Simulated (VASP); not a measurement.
Runs of VASP 6.6.1 on B5N. The structure is that of space group F-43m (No. 216), or close to it. The cells are those of the table. 

```tsv
task	spin	cell	k mesh	cutoff (eV)	gap on the mesh (eV)	pressure (GPa)	moment (μB)	relaxed volume (Å³/atom)	largest force (eV/Å)
single point	off	a = 4.112 Å, angles 60.0°, 6 atoms	6 × 6 × 6	520	none	-31.3	-	-	0.03
single point	collinear, ferromagnetic start	a = 3.797 Å, angles 60.0°, 6 atoms	6 × 6 × 6	520	none	-0.1	(c)	-	-
single point	off	a = 3.801 Å, angles 60.0°, 6 atoms	12 × 12 × 12	520	none	(b)	-	-	-
relaxation of cell and atoms	off	relaxed from a = 3.797 Å, angles 60.0°, 6 atoms	12 × 12 × 12	600	-	-0.1	-	6.47	-
single point	collinear, ferromagnetic start	a = 4.112 Å, angles 60.0°, 6 atoms	6 × 6 × 6	520	none	(a)	0.43	-	0.05
relaxation of cell and atoms	off	relaxed from a = 4.112 Å, angles 60.0°, 6 atoms	6 × 6 × 6	600	-	0.4	-	6.43	0.03
single point	off	a = 3.797 Å, angles 60.0°, 6 atoms	6 × 6 × 6	520	none	-0.1	-	-	-
```

Alike in all rows: level PBE; potentials or basis VASP PAW PBE potentials, release 64 (B, N); smearing gaussian 0.1 eV.

Question: Estimate the missing entries.

Answer: (a) -31.1; (b) -0.2; (c) 0.00.

Caveats: the bands computed are all filled at some k points, so no gap is given (some runs); the volume moved by over 15 % at a fixed basis, so the end points are rough (some runs).

A gap of «none» marks levels without a gap at the run's occupations.
